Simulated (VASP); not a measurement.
Sr: single point with PBEsol

Sr:

```
Sr
1.0
     3.92082    0.00000    0.00000
     0.00000    3.92082    0.00000
     0.00000    0.00000    3.92082
Sr
1
Direct
  0.00000 0.00000 0.00000
```

This isn't the form of Sr at room conditions, which is fcc.

```json
{"Program": "VASP 6.6.1", "Task": "single point", "Functional": "PBEsol", "Potentials or basis": "VASP PAW PBE potentials, release 64 (Sr_sv)", "Cutoff": "520 eV", "k mesh": "10 × 10 × 10", "Occupations": "fermi-dirac, width 0.1 eV", "Spin": "no spin polarisation"}
```

```yaml
Pressure: -0.7 GPa
Band_gap_on_the_k_mesh: zero (bands 5 and 6 overlap by 0.83 eV)
```

Levels at points of the mesh, in eV from the Fermi level:
```csv
k point,band 3,band 4,band 5,band 6,band 7,band 8
"(0.00, 0.00, 0.00)",-18.70,-18.70,-3.35,0.72,0.72,4.73
"(0.50, 0.00, 0.00)",-18.68,-18.68,-1.27,-0.21,1.25,3.00
"(0.50, 0.50, 0.00)",-18.91,-18.66,-0.37,0.63,2.12,2.12
"(0.50, 0.50, 0.50)",-18.88,-18.88,0.59,0.59,0.59,4.47
```

Wall time 48 s on 1 thread of Intel Xeon 8259CL (shared host), peak memory 0.19 GiB.

Caveat: the PAW data sets were made with another functional, which shifts forces and pressure a little.
